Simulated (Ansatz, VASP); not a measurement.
# CdF2 in VASP and in Ansatz

Contents of POSCAR:

```
CdF2
1.0
    0.0000000000      2.6940000000      2.6940000000
    2.6940000000      0.0000000000      2.6940000000
    2.6940000000      2.6940000000      0.0000000000
Cd F
1 2
Direct
    0.0115998515     -0.0115998515      0.0115998515
    0.2500000000      0.2500000000      0.2500000000
    0.7500000000      0.7500000000      0.7500000000
```

Contents of INCAR.step1:

```
PREC = Accurate
ENCUT = 520
ISMEAR = 0
SIGMA = 0.05
LREAL = False
LASPH = True
NELM = 60
NBANDS = 20
GGA = PE
ALGO = Normal
EDIFF = 1E-4
LWAVE = True
LCHARG = False
```

File INCAR.step2:

```
PREC = Accurate
ENCUT = 520
EDIFF = 1E-6
ISMEAR = 0
SIGMA = 0.05
LREAL = False
LASPH = True
NELM = 60
ALGO = Normal
ISIF = 2
LWAVE = False
LCHARG = False
METAGGA = R2SCAN
LMIXTAU = True
NBANDS = 20
ISTART = 1
```

Contents of KPOINTS:

```
regular mesh
0
Gamma
  8 8 8
```

Input for Ansatz:

```yaml
crystal:
  lattice:
    - [0.0, 2.694, 2.694]
    - [2.694, 0.0, 2.694]
    - [2.694, 2.694, 0.0]
  atoms:
    - { symbol: Cd, position: [0.0115998515, -0.0115998515, 0.0115998515] }
    - { symbol: F, position: [0.25, 0.25, 0.25] }
    - { symbol: F, position: [0.75, 0.75, 0.75] }
basis:
  ecutwfc: 500
kpoints:
  mp_grid: { grid: [8, 8, 8] }
hamiltonian:
  xc: r2scan
scf:
  occupations: { method: gaussian, width: 0.05 }
output:
  forces: true
  stress: true
  eigenvalues: true
```

Change from the starting cell: all Cd atoms moved +0.062 Å, as atom 1 along Cartesian [0 1 0].

Alike in both runs: task single point; functional r2SCAN; k mesh 8 × 8 × 8; occupations gaussian, width 0.05 eV; no spin polarisation.

|  | VASP | Ansatz |
| --- | --- | --- |
| version | VASP 6.6.1 | Ansatz 0.2.0 |
| potentials or method | VASP PAW PBE potentials, release 64 (Cd, F), cutoff 520 eV | scalar-relativistic, plane waves, PAW |
| valence electrons in the cell | 26 | 34 |

Ansatz gave:

```
gap on the k mesh at the Fermi level (eV)                     : 3.79
least direct gap on the mesh (eV)                             : 4.31
pressure (GPa)                                                : 0.3
traceless stress, the component that is largest in VASP (GPa) : -0.11
rms of the force components (eV/Å)                            : 0.134
```

Task: Estimate VASP's values.

Result: gap on the k mesh at the Fermi level (eV): 3.75; least direct gap on the mesh (eV): 4.25; pressure (GPa): 1.3; traceless stress, the component that is largest in VASP (GPa): -0.13; rms of the force components (eV/Å): 0.152.

VASP's potentials were made for PBE, not for r2SCAN. Atom by atom the forces differ by 0.017 eV/Å (rms over components). With one functional, cell and mesh, what is left measures potentials, basis and numerics. VASP's potentials hold 26 valence electrons a cell and Ansatz's 34, so a difference there can come from the potentials and not from the codes.
